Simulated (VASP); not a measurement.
# ScZnF2 (P4/mmm) in VASP: relaxation of cell and atoms with PBE

Aim: the relaxation of cell and atoms of ScZnF2 with PBE.

Everything below comes from runs of VASP 6.6.1. Logs are shortened: lines on timing, memory, paths and dates and some standing lists are left out, and cuts for length are marked.

### 1 The cell of the first run

Symmetry: P4/mmm, No. 123, tetragonal system. Conventional cell: a = 4.474 Å, b = 4.474 Å, c = 2.821 Å, α = 90.00°, β = 90.00°, γ = 90.00°. Within 3.5 Å of Sc (site symmetry 4/mmm) lie 8 F at 2.64 Å and 2 Sc at 2.82 Å and 8 Zn at 3.46 Å. Within 3.0 Å of Zn (site symmetry 4/mmm) lie 4 F at 2.24 Å and 2 Zn at 2.82 Å. F (site symmetry mmm) has 2 Zn at 2.24 Å and 4 Sc at 2.64 Å and 2 F at 2.82 Å within 3.0 Å.

### 2 Relaxation of cell and atoms, PBE

File INCAR:

```
SYSTEM = ScZnF2
ALGO = Normal
EDIFF = 1E-6
EDIFFG = -0.01
ENCUT = 600
GGA = PE
IBRION = 2
ISIF = 3
ISMEAR = 0
LASPH = .True.
LCHARG = .False.
LREAL = .False.
LWAVE = .False.
NELM = 100
NSW = 100
PREC = Accurate
SIGMA = 0.1
```

File KPOINTS:

```
k-points
0
Gamma
  10 10 16
  0 0 0
```

File POSCAR:

```
ScZnF2
1.0
    4.4736684731      0.0000000000      0.0000000000
    0.0000000000      4.4736684731      0.0000000000
    0.0000000000      0.0000000000      2.8211142474
Sc Zn F
1 1 2
Direct
    0.5000000000      0.5000000000      0.5000000000
    0.0000000000      0.0000000000      0.0000000000
    0.5000000000      0.0000000000      0.0000000000
    0.0000000000      0.5000000000      0.0000000000
```

Potentials or basis: VASP PAW PBE potentials, release 64 (Sc_sv, Zn, F).

Started as:

```console
$ cat potpaw_PBE.64/Sc_sv/POTCAR potpaw_PBE.64/Zn/POTCAR potpaw_PBE.64/F/POTCAR > POTCAR
$ mpirun -np 1 vasp_std > vasp.out
```

OUTCAR:

```text
SYSTEM = ScZnF2
   EDIFF = 1E-6
   EDIFFG = -0.01
   ENCUT = 600
   GGA = PE
   IBRION = 2
   ISIF = 3
   ISMEAR = 0
   LASPH = .True.
   LREAL = .False.
   NELM = 100
   NSW = 100
   PREC = Accurate

 ion  position               nearest neighbor table
   1  0.500  0.500  0.500-   3 2.64   4 2.64   3 2.64   4 2.64   3 2.64   3 2.64   4 2.64   4 2.64

   2  0.000  0.000  0.000-   3 2.24   4 2.24   4 2.24   3 2.24
   3  0.500  0.000  0.000-   2 2.24   2 2.24   1 2.64   1 2.64   1 2.64   1 2.64
   4  0.000  0.500  0.000-   2 2.24   2 2.24   1 2.64   1 2.64   1 2.64   1 2.64

  LATTYP: Found a simple tetragonal cell.
 ALAT       =     4.4736684731
 C/A-ratio  =     0.6306042266

  Lattice vectors:

 A1 = (   4.4736684731,   0.0000000000,   0.0000000000)
 A2 = (   0.0000000000,   4.4736684731,   0.0000000000)
 A3 = (   0.0000000000,   0.0000000000,   2.8211142474)

Analysis of symmetry for initial positions (statically):
=====================================================================
 Subroutine PRICEL returns:
 Original cell was already a primitive cell.

 Routine SETGRP: Setting up the symmetry group for a
 simple tetragonal supercell.

 Subroutine GETGRP returns: Found 16 space group operations
 (whereof 16 operations were pure point group operations)
 out of a pool of 16 trial point group operations.

The static configuration has the point symmetry D_4h.

Analysis of symmetry for dynamics (positions and initial velocities):
=====================================================================
 Subroutine PRICEL returns:
 Original cell was already a primitive cell.

 Routine SETGRP: Setting up the symmetry group for a
 simple tetragonal supercell.

 Subroutine GETGRP returns: Found 16 space group operations
 (whereof 16 operations were pure point group operations)
 out of a pool of 16 trial point group operations.

The dynamic configuration has the point symmetry D_4h.

 Subroutine INISYM returns: Found 16 space group operations
 (whereof 16 operations are pure point group operations),
 and found     1 'primitive' translations

----------------------------------------------------------------------------------------

                                     Primitive cell

  volume of cell :      56.4610

  direct lattice vectors                    reciprocal lattice vectors
     4.473668473  0.000000000  0.000000000     0.223530198  0.000000000  0.000000000
[... 93 lines left out ...]
   NSW    =    100    number of steps for IOM
   IBRION =      2    ionic relax: 0-MD 1-quasi-New 2-CG
   NFREE  =      1    steps in history (QN), initial steepest desc. (CG)
   ISIF   =      3    stress and relaxation
   ISYM   =      2    0-nonsym 1-usesym 2-fastsym
   POTIM  = 0.5000    time-step for ionic-motion
   TEBEG  =    0.0;   TEEND  =   0.0 temperature during run
   PSTRESS=    0.0 pullay stress
   NELECT =      37.0000    total number of electrons
   NUPDOWN=      -1.0000    fix difference up-down
   EMIN   =  10.00;   EMAX   =-10.00  energy-range for DOS
   EFERMI =   0.00;   METHOD = LEGACY
   ISMEAR =     0;   SIGMA  =   0.10  broadening in eV -4-tet -1-fermi 0-gaus
   EFERMI_NEDOS =   21; number of points for ismear=-14 and -15
   IALGO  =     38    algorithm
   IMIX   =      4    mixing-type and parameters
     AMIX     =   0.40;   BMIX     =  1.00
     AMIX_MAG =   1.60;   BMIX_MAG =  1.00
  volume/ion in A,a.u.               =      14.12        95.25
  Fermi-wavevector in a.u.,A,eV,Ry     =   1.421977  2.687147 27.511243  2.022019
  Thomas-Fermi vector in A             =   2.542730
   LORBIT       =      0    0 simple, 1 ext, 2 COOP (PROOUT), +10 PAW based schemes
   GGA     = PE    functional components
   LHFCALC =     F    Hartree Fock is set to
   AEXX    =    0.0000 exact exchange contribution
   IVDW    =     0    specifies the selected vdW correction
   LEPSILON=     F    determine dielectric tensor
   LRPA    =     F    only Hartree local field effects (RPA)
 conjugate gradient relaxation of ions
 non-spin polarized calculation
 Gauss-broadening in eV      SIGMA  =   0.10
  energy-cutoff  :      600.00
  volume of cell :       56.46
 maximum number of plane-waves:      1920
 NGX is ok and might be reduce to    36
   NGX = 17   NGY = 17   NGZ = 11

 number of electron      37.0000025 magnetization

 Free energy of the ion-electron system (eV)
  ---------------------------------------------------
  ext. energy  EPLUGINS =         0.00000000
  ---------------------------------------------------
  free energy    TOTEN  =       -17.38568244 eV

  energy without entropy =      -17.38061340  energy(sigma->0) =      -17.38314792

 E-fermi :   4.2491     XC(G=0): -10.4414

 val. band max:        4.2322382896   @ k =   0.4000   0.2000   0.4375
 cond. band min:       4.2534691294   @ k =   0.4000   0.4000   0.3750
 fundamental gap:      0.0212308397
 Fermi energy:         4.2491256609

 k-point     1 :       0.0000    0.0000    0.0000
  band No.  band energies     occupation
      1     -46.7470      2.00000
      2     -25.5062      2.00000
      3     -25.5062      2.00000
      4     -24.7003      2.00000
      5     -21.1528      2.00000
      6     -20.9243      2.00000
[... 589 lines left out ...]
     21       5.0915      0.00000
     22       6.4536      0.00000

 [... further k-points ...]

------------------------ aborting loop because EDIFF is reached ----------------------------------------

  FORCE on cell =-STRESS in cart. coord.  units (eV):
  Direction    XX          YY          ZZ          XY          YZ          ZX
  --------------------------------------------------------------------------------------
  -------------------------------------------------------------------------------------
  Total       -0.0118086     -0.0118086     -0.0275990      0.0000000     -0.0000000      0.0000000
  in kB       -0.3350898     -0.3350898     -0.7831704      0.0000000     -0.0000000      0.0000000
  external PRESSURE =      -0.4844500 kB  Pullay stress =       0.0000000 kB

 VOLUME and BASIS-vectors are now :
 -----------------------------------------------------------------------------
  energy-cutoff  :      600.00
  volume of cell :       56.46
      direct lattice vectors                 reciprocal lattice vectors
     4.473668473  0.000000000  0.000000000     0.223530198  0.000000000  0.000000000
     0.000000000  4.473668473  0.000000000     0.000000000  0.223530198  0.000000000
     0.000000000  0.000000000  2.821114247     0.000000000  0.000000000  0.354469870

 POSITION                                       TOTAL-FORCE (eV/Angst)
 -----------------------------------------------------------------------------------
      2.23683      2.23683      1.41056         0.000000      0.000000      0.000000
      0.00000      0.00000      0.00000         0.000000      0.000000      0.000000
      2.23683      0.00000      0.00000         0.000000      0.000000      0.000000
      0.00000      2.23683      0.00000         0.000000      0.000000      0.000000
 -----------------------------------------------------------------------------------
    total drift:                                0.000000      0.000000     -0.000000

  FREE ENERGIE OF THE ION-ELECTRON SYSTEM (eV)
  ---------------------------------------------------
  free  energy   TOTEN  =       -17.3856824354 eV

  energy  without entropy=      -17.3806133985  energy(sigma->0) =      -17.38314792

 reached required accuracy - stopping structural energy minimisation
```

OSZICAR:

```text
N       E                     dE             d eps       ncg     rms          rms(c)
DAV:   1     0.512551728310E+03    0.51255E+03   -0.20716E+04  8348   0.231E+03
DAV:   2     0.566780352373E+02   -0.45587E+03   -0.45062E+03  9010   0.594E+02
DAV:   3    -0.162806147422E+02   -0.72959E+02   -0.71659E+02 12106   0.224E+02
DAV:   4    -0.199304364188E+02   -0.36498E+01   -0.36173E+01 10620   0.533E+01
DAV:   5    -0.200518747175E+02   -0.12144E+00   -0.12117E+00 10968   0.891E+00    0.952E+00
DAV:   6    -0.174702043843E+02    0.25817E+01   -0.16037E+01 14524   0.438E+01    0.422E+00
DAV:   7    -0.174384926922E+02    0.31712E-01   -0.16793E+00 12102   0.112E+01    0.274E+00
DAV:   8    -0.173931520149E+02    0.45341E-01   -0.19602E-01 13846   0.937E+00    0.100E+00
DAV:   9    -0.173884230152E+02    0.47290E-02   -0.57740E-02 12042   0.359E+00    0.446E-01
DAV:  10    -0.173853028546E+02    0.31202E-02   -0.20788E-02 13828   0.244E+00    0.113E-01
DAV:  11    -0.173859111678E+02   -0.60831E-03   -0.67219E-03 13814   0.999E-01    0.123E-01
DAV:  12    -0.173856662483E+02    0.24492E-03   -0.12072E-03 14444   0.731E-01    0.332E-02
DAV:  13    -0.173856874420E+02   -0.21194E-04   -0.48424E-04 12594   0.245E-01    0.179E-02
DAV:  14    -0.173856823699E+02    0.50721E-05   -0.64706E-05 14596   0.120E-01    0.271E-03
DAV:  15    -0.173856824354E+02   -0.65535E-07   -0.51517E-06 10674   0.369E-02
   1 F= -.17385682E+02 E0= -.17383148E+02  d E =-.173857E+02
```

Run time: 100 s. Hardware: 1 thread of Intel Xeon 6975P-C (Granite Rapids), shared host; peak memory 0.42 GiB.

What came out:

- Free energy: -17.3857 eV
- Pressure after relaxing: 0.0 GPa
- Band gap on the k mesh: zero (an odd number of electrons rules out a gap without spin polarisation)

Final structure:
```
CELL_PARAMETERS angstrom
4.47367 0.00000 0.00000
0.00000 4.47367 0.00000
0.00000 0.00000 2.82111
ATOMIC_POSITIONS crystal
Sc 0.50000 0.50000 0.50000
Zn 0.00000 0.00000 0.00000
F 0.50000 0.00000 0.00000
F 0.00000 0.50000 0.00000
```

Caveat: the relaxation stopped at its first step, so nothing moved; an odd number of electrons without spin polarisation forces a metal; a magnetic or distorted state may lie lower.
